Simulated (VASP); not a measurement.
# GaN (I4/mmm) in VASP: single point with r2SCAN

Aim: the single point of GaN with r2SCAN.

Program: VASP 6.6.1. These are calculated values, not measurements. Logs are shortened: lines on timing, memory, paths and dates and some standing lists are left out, and cuts for length are marked.

## (1) The cell of the first run

The structure is tetragonal, space group I4/mmm (No. 139). Conventional cell: a = 2.836 Å, b = 2.836 Å, c = 4.456 Å, α = 90.00°, β = 90.00°, γ = 90.00°. Ga (site symmetry 4/mmm) has 6 N at 2.01 to 2.23 Å within 2.7 Å. Within 2.7 Å of N (site symmetry 4/mmm) lie 6 Ga at 2.01 to 2.23 Å.

## (2) Single point, r2SCAN (epitaxial xy strain -4.9%)

POSCAR reads:

```
GaN
1.0
    0.0000000000      2.0056198632      2.2279142925
    2.0056198632      0.0000000000      2.2279142925
    2.0056198632      2.0056198632      0.0000000000
Ga N
1 1
Direct
    0.0000000000      0.0000000000      0.0000000000
    0.5000000000      0.5000000000      0.5000000000
```

INCAR.step1 reads:

```
  PREC = Accurate
  ENCUT = 660
  ISMEAR = 0
  SIGMA = 0.01
  LREAL = False
  LASPH = True
  NELM = 120
  NBANDS = 16
  GGA = PE
  ALGO = Normal
  EDIFF = 1E-5
  LWAVE = True
  LCHARG = False
  GGA_COMPAT = False
```

INCAR.step2 reads:

```
  PREC = Accurate
  ENCUT = 660
  EDIFF = 1E-6
  ISMEAR = 0
  SIGMA = 0.01
  LREAL = False
  LASPH = True
  NELM = 120
  ALGO = Normal
  ISIF = 2
  LWAVE = False
  LCHARG = False
  METAGGA = R2SCAN
  LMIXTAU = True
  NBANDS = 16
  ISTART = 1
  GGA_COMPAT = False
```

KPOINTS reads:

```
Automatic mesh
0
Gamma
  10 10 10
```

Potentials or basis: VASP PAW PBE potentials, release 64 (Ga_d, N).

The run is started by

```sh
cat potpaw_PBE.64/Ga_d/POTCAR potpaw_PBE.64/N/POTCAR > POTCAR
cp INCAR.step1 INCAR
mpirun -np 1 vasp_std > vasp.out
cp INCAR.step2 INCAR
mpirun -np 1 vasp_std > vasp.out
```

OUTCAR:

```text
PREC = Accurate
   ENCUT = 660
   EDIFF = 1E-6
   ISMEAR = 0
   LREAL = False
   LASPH = True
   NELM = 120
   ISIF = 2
   METAGGA = R2SCAN
   ISTART = 1

 ion  position               nearest neighbor table
   1  0.000  0.000  0.000-   2 2.01   2 2.01   2 2.01   2 2.01   2 2.23   2 2.23
   2  0.500  0.500  0.500-   1 2.01   1 2.01   1 2.01   1 2.01   1 2.23   1 2.23

  LATTYP: Found a body centered tetragonal cell.
 ALAT       =     2.8363748115
 C/A-ratio  =     1.5709590167

  Lattice vectors:

 A1 = (  -2.0056198632,   0.0000000000,   2.2279142925)
 A2 = (   2.0056198632,   0.0000000000,   2.2279142925)
 A3 = (   0.0000000000,   2.0056198632,  -2.2279142925)

Analysis of symmetry for initial positions (statically):
=====================================================================
 Subroutine PRICEL returns:
 Original cell was already a primitive cell.

 Routine SETGRP: Setting up the symmetry group for a
 body centered tetragonal supercell.

 Subroutine GETGRP returns: Found 16 space group operations
 (whereof 16 operations were pure point group operations)
 out of a pool of 16 trial point group operations.

The static configuration has the point symmetry D_4h.

Analysis of symmetry for dynamics (positions and initial velocities):
=====================================================================
 Subroutine PRICEL returns:
 Original cell was already a primitive cell.

 Routine SETGRP: Setting up the symmetry group for a
 body centered tetragonal supercell.

 Subroutine GETGRP returns: Found 16 space group operations
 (whereof 16 operations were pure point group operations)
 out of a pool of 16 trial point group operations.

The dynamic configuration has the point symmetry D_4h.

 Subroutine INISYM returns: Found 16 space group operations
 (whereof 16 operations are pure point group operations),
 and found     1 'primitive' translations

----------------------------------------------------------------------------------------

                                     Primitive cell

  volume of cell :      17.9236

  direct lattice vectors                    reciprocal lattice vectors
     0.000000000  2.005619863  2.227914292    -0.249299485  0.249299485  0.224425150
     2.005619863  0.000000000  2.227914292     0.249299485 -0.249299485  0.224425150
     2.005619863  2.005619863  0.000000000     0.249299485  0.249299485 -0.224425150

  length of vectors
     2.997684628  2.997684628  2.836374812     0.417931950  0.417931950  0.417931950

  position of ions in fractional coordinates (direct lattice)
     0.000000000  0.000000000  0.000000000
     0.500000000  0.500000000  0.500000000

  ion indices of the primitive-cell ions
   primitive index   ion index
                 1           1
                 2           2

----------------------------------------------------------------------------------------

 KPOINTS: Automatic mesh

Automatic generation of k-mesh.
 Grid dimensions read from file:
 generate k-points for:   10   10   10

 Generating k-lattice:

  Cartesian coordinates                     Fractional coordinates (reciprocal lattice)
    -0.024929949  0.024929949  0.022442515     0.100000000 -0.000000000  0.000000000
     0.024929949 -0.024929949  0.022442515    -0.000000000  0.100000000  0.000000000
     0.024929949  0.024929949 -0.022442515     0.000000000  0.000000000  0.100000000

  Length of vectors
     0.041793195  0.041793195  0.041793195

  Shift w.r.t. Gamma in fractional coordinates (k-lattice)
     0.000000000  0.000000000  0.000000000

 Subroutine IBZKPT returns following result:
 ===========================================

 Found    102 irreducible k-points:

 Following reciprocal coordinates:
            Coordinates               Weight
  0.000000  0.000000  0.000000      1.000000
  0.100000  0.000000  0.000000      8.000000
  0.200000  0.000000  0.000000      8.000000
  0.300000 -0.000000  0.000000      8.000000
  0.400000 -0.000000  0.000000      8.000000
  0.500000  0.000000  0.000000      4.000000
[... 16 lines left out ...]
  0.300000  0.300000  0.000000      2.000000
  0.400000  0.300000  0.000000      8.000000
 [... further k-points ...]
   k-points           NKPTS =    102   k-points in BZ     NKDIM =    102   number of bands    NBANDS=     16
   number of dos      NEDOS =    301   number of ions     NIONS =      2
   total plane-waves  NPLWV =  18816
   dimension x,y,z NGX =    28 NGY =   28 NGZ =   24
   dimension x,y,z NGXF=    56 NGYF=   56 NGZF=   48
   ions per type =               1   1
   NGX,Y,Z   is equivalent  to a cutoff of  15.53, 15.53, 14.07 a.u.
   NGXF,Y,Z  is equivalent  to a cutoff of  31.06, 31.06, 28.13 a.u.
 SYSTEM =  unknown system
   PREC   = accura    normal or accurate (medium, high low for compatibility)
   ISTART =      1    job   : 0-new  1-cont  2-samecut
   ICHARG =      0    charge: 1-file 2-atom 10-const
   ISPIN  =      1    spin polarized calculation?
   LNONCOLLINEAR =      F non collinear calculations
   LSORBIT =      F    spin-orbit coupling
   LASPH  =      T    aspherical Exc in radial PAW
   ENCUT  =  660.0 eV  48.51 Ry    6.96 a.u.   6.28  6.28  5.94*2*pi/ulx,y,z
   NELM   =    120;   NELMIN=  2; NELMDL=  0     # of ELM steps
   EDIFF  = 0.1E-05   stopping-criterion for ELM
   LREAL  =      F    real-space projection
   EDIFFG = 0.1E-04   stopping-criterion for IOM
   NSW    =      0    number of steps for IOM
   IBRION =     -1    ionic relax: 0-MD 1-quasi-New 2-CG
   NFREE  =      0    steps in history (QN), initial steepest desc. (CG)
   ISIF   =      2    stress and relaxation
   ISYM   =      2    0-nonsym 1-usesym 2-fastsym
   POTIM  = 0.5000    time-step for ionic-motion
   TEBEG  =    0.0;   TEEND  =   0.0 temperature during run
   PSTRESS=    0.0 pullay stress
   NELECT =      18.0000    total number of electrons
   NUPDOWN=      -1.0000    fix difference up-down
   EMIN   =  10.00;   EMAX   =-10.00  energy-range for DOS
   EFERMI =   0.00;   METHOD = LEGACY
   ISMEAR =     0;   SIGMA  =   0.01  broadening in eV -4-tet -1-fermi 0-gaus
   EFERMI_NEDOS =   21; number of points for ismear=-14 and -15
   IALGO  =     38    algorithm
   IMIX   =      4    mixing-type and parameters
     AMIX     =   0.40;   BMIX     =  1.00
     AMIX_MAG =   1.60;   BMIX_MAG =  1.00
  volume/ion in A,a.u.               =       8.96        60.48
  Fermi-wavevector in a.u.,A,eV,Ry     =   1.639421  3.098056 36.568384  2.687700
  Thomas-Fermi vector in A             =   2.730229
   LORBIT       =      0    0 simple, 1 ext, 2 COOP (PROOUT), +10 PAW based schemes
   METAGGA = R2SCAN    functional components
   LHFCALC =     F    Hartree Fock is set to
   AEXX    =    0.0000 exact exchange contribution
   IVDW    =     0    specifies the selected vdW correction
   LEPSILON=     F    determine dielectric tensor
   LRPA    =     F    only Hartree local field effects (RPA)
 non-spin polarized calculation
 Gauss-broadening in eV      SIGMA  =   0.01
  energy-cutoff  :      660.00
  volume of cell :       17.92
 maximum number of plane-waves:       706
 NGX is ok and might be reduce to    28
   NGX = 13   NGY = 13   NGZ = 11

 number of electron      17.9999998 magnetization

 Free energy of the ion-electron system (eV)
  ---------------------------------------------------
  ext. energy  EPLUGINS =         0.00000000
  ---------------------------------------------------
  free energy    TOTEN  =       -20.83203612 eV

  energy without entropy =      -20.83203612  energy(sigma->0) =      -20.83203612

 E-fermi :   8.6212     XC(G=0): -14.4888

 val. band max:        8.5504190941   @ k =  -0.2000   0.2000   0.0000
 cond. band min:       9.5521511942   @ k =   0.5000   0.0000   0.5000
 fundamental gap:      1.0017321001
 Fermi energy:         8.6212021002

 k-point     1 :       0.0000    0.0000    0.0000
  band No.  band energies     occupation
      1     -10.3758      2.00000
      2      -6.0966      2.00000
      3      -6.0250      2.00000
      4      -6.0213      2.00000
      5      -6.0212      2.00000
      6      -5.8935      2.00000
[... 8 lines left out ...]
     15      25.8842      0.00000
     16      27.7590      0.00000

 k-point     2 :       0.1000    0.0000    0.0000
  band No.  band energies     occupation
      1     -10.1688      2.00000
      2      -6.0896      2.00000
      3      -6.0490      2.00000
      4      -6.0103      2.00000
      5      -6.0102      2.00000
      6      -5.9243      2.00000
[... 8 lines left out ...]
     15      26.8477      0.00000
     16      26.9186      0.00000

 k-point     3 :       0.2000    0.0000    0.0000
  band No.  band energies     occupation
      1      -9.5690      2.00000
      2      -6.1261      2.00000
      3      -6.0893      2.00000
      4      -6.0446      2.00000
      5      -5.9508      2.00000
      6      -5.9404      2.00000
[... 8 lines left out ...]
     15      27.0086      0.00000
     16      27.1998      0.00000

 k-point     4 :       0.3000   -0.0000    0.0000
  band No.  band energies     occupation
      1      -8.6560      2.00000
      2      -6.2110      2.00000
      3      -6.1518      2.00000
      4      -6.1281      2.00000
      5      -5.8927      2.00000
      6      -5.8620      2.00000
[... 8 lines left out ...]
     15      28.6639      0.00000
     16      29.0215      0.00000

 k-point     5 :       0.4000   -0.0000    0.0000
  band No.  band energies     occupation
      1      -7.6345      2.00000
      2      -6.2835      2.00000
      3      -6.2409      2.00000
      4      -6.2157      2.00000
      5      -5.8496      2.00000
      6      -5.7877      2.00000
[... 8 lines left out ...]
     15      31.0910      0.00000
     16      31.6303      0.00000

 k-point     6 :       0.5000    0.0000    0.0000
  band No.  band energies     occupation
      1      -7.0469      2.00000
      2      -6.3643      2.00000
      3      -6.2943      2.00000
      4      -6.2747      2.00000
      5      -5.8328      2.00000
      6      -5.7598      2.00000
[... 8 lines left out ...]
     15      33.6627      0.00000
     16      33.7266      0.00000

 k-point     7 :       0.1000    0.1000    0.0000
  band No.  band energies     occupation
      1     -10.1702      2.00000
      2      -6.1111      2.00000
      3      -6.0361      2.00000
      4      -5.9998      2.00000
      5      -5.9997      2.00000
      6      -5.8861      2.00000
[... 8 lines left out ...]
     15      28.1323      0.00000
     16      28.9378      0.00000

 k-point     8 :       0.2000    0.1000    0.0000
  band No.  band energies     occupation
      1      -9.7803      2.00000
      2      -6.1171      2.00000
      3      -6.0710      2.00000
      4      -5.9861      2.00000
      5      -5.9458      2.00000
      6      -5.8959      2.00000
[... 8 lines left out ...]
     15      28.0931      0.00000
     16      29.1857      0.00000

 k-point     9 :       0.3000    0.1000    0.0000
  band No.  band energies     occupation
      1      -9.0620      2.00000
      2      -6.1450      2.00000
      3      -6.1046      2.00000
      4      -6.0487      2.00000
      5      -5.8746      2.00000
      6      -5.8382      2.00000
[... 8 lines left out ...]
     15      27.7104      0.00000
     16      30.0132      0.00000
[... 172 lines left out ...]
 k-point    19 :       0.5000    0.2000    0.0000
  band No.  band energies     occupation
      1      -7.9454      2.00000
      2      -6.1772      2.00000
      3      -6.1255      2.00000
      4      -6.0315      2.00000
      5      -5.8106      2.00000
      6      -5.1090      2.00000
[... 8 lines left out ...]
     15      31.0736      0.00000
     16      34.5089      0.00000

 k-point    20 :      -0.4000    0.2000    0.0000
  band No.  band energies     occupation
      1      -7.5427      2.00000
      2      -6.2146      2.00000
      3      -6.2067      2.00000
      4      -6.0664      2.00000
      5      -5.8295      2.00000
      6      -5.1315      2.00000
[... 8 lines left out ...]
     15      30.6893      0.00000
     16      31.5029      0.00000

 k-point    21 :      -0.3000    0.2000    0.0000
  band No.  band energies     occupation
      1      -7.5724      2.00000
      2      -6.2946      2.00000
      3      -6.2359      2.00000
      4      -6.1301      2.00000
      5      -5.8702      2.00000
      6      -5.5123      2.00000
[... 8 lines left out ...]
     15      29.0046      0.00000
     16      32.1868      0.00000

 k-point    22 :      -0.2000    0.2000    0.0000
  band No.  band energies     occupation
      1      -8.2230      2.00000
      2      -6.2877      2.00000
      3      -6.2051      2.00000
      4      -6.1347      2.00000
      5      -5.9162      2.00000
      6      -5.7522      2.00000
[... 8 lines left out ...]
     15      27.8038      0.00000
     16      31.7294      0.00000

 k-point    23 :       0.3000    0.3000    0.0000
  band No.  band energies     occupation
      1      -9.0451      2.00000
      2      -6.1962      2.00000
      3      -5.8614      2.00000
      4      -5.8613      2.00000
      5      -5.8431      2.00000
      6      -5.5394      2.00000
[... 8 lines left out ...]
     15      35.3487      0.00000
     16      35.3489      0.00000

 k-point    24 :       0.4000    0.3000    0.0000
  band No.  band energies     occupation
      1      -8.7304      2.00000
      2      -6.2025      2.00000
      3      -5.8926      2.00000
      4      -5.8688      2.00000
      5      -5.8044      2.00000
      6      -5.0682      2.00000
[... 8 lines left out ...]
     15      35.4353      0.00000
     16      35.7167      0.00000

 [... further k-points ...]

------------------------ aborting loop because EDIFF is reached ----------------------------------------

  FORCE on cell =-STRESS in cart. coord.  units (eV):
  Direction    XX          YY          ZZ          XY          YZ          ZX
  --------------------------------------------------------------------------------------
  -------------------------------------------------------------------------------------
  Total        3.0889674      3.0889674      0.0720047      0.0000000      0.0000000      0.0000000
  in kB      276.1202041    276.1202041      6.4364365      0.0000000      0.0000000      0.0000000
  external PRESSURE =     186.2256149 kB  Pullay stress =       0.0000000 kB

 VOLUME and BASIS-vectors are now :
 -----------------------------------------------------------------------------
  energy-cutoff  :      660.00
  volume of cell :       17.92
      direct lattice vectors                 reciprocal lattice vectors
     0.000000000  2.005619863  2.227914292    -0.249299485  0.249299485  0.224425150
     2.005619863  0.000000000  2.227914292     0.249299485 -0.249299485  0.224425150
     2.005619863  2.005619863  0.000000000     0.249299485  0.249299485 -0.224425150

 POSITION                                       TOTAL-FORCE (eV/Angst)
 -----------------------------------------------------------------------------------
      0.00000      0.00000      0.00000         0.000000     -0.000000     -0.000000
      2.00562      2.00562      2.22791        -0.000000      0.000000      0.000000
 -----------------------------------------------------------------------------------
    total drift:                                0.000000      0.000000      0.000000

  FREE ENERGIE OF THE ION-ELECTRON SYSTEM (eV)
  ---------------------------------------------------
  free  energy   TOTEN  =       -20.8320361150 eV

  energy  without entropy=      -20.8320361150  energy(sigma->0) =      -20.83203612
```

Run time: 2 min. Hardware: 1 thread of Intel Xeon 8259CL, shared host; peak memory 0.19 GiB.

What came out:

```yaml
Free_energy: -20.8320 eV
Pressure: 18.6 GPa
Band_gap_on_the_k_mesh: 1.00 eV (least direct gap 3.62 eV)
```

Levels at points of the mesh, in eV from the valence-band top:
```tsv
k point	band 6	band 7	band 8	band 9	band 10	band 11	band 12	band 13
(0.00, 0.00, 0.00)	-14.44	-1.14	-1.14	-0.36	3.27	14.69	15.09	15.97
(0.50, 0.00, 0.00)	-14.31	-8.87	-0.77	-0.09	5.01	9.41	10.93	11.12
(0.50, 0.50, 0.00)	-12.32	-8.05	-3.13	-3.13	2.22	9.26	12.44	16.99
(0.50, 0.00, 0.50)	-11.22	-7.82	-4.53	-3.01	1.00	8.02	13.76	14.10
```

Caveat: the cell differs from its parent crystal (epitaxial xy strain -4.9%); the stress differs along the axes, from 1 to 28 GPa; the structure was generated, so it needn't be the stable form of GaN; the PAW data sets were made with another functional, which shifts forces and pressure a little. A k mesh can miss the band edges.
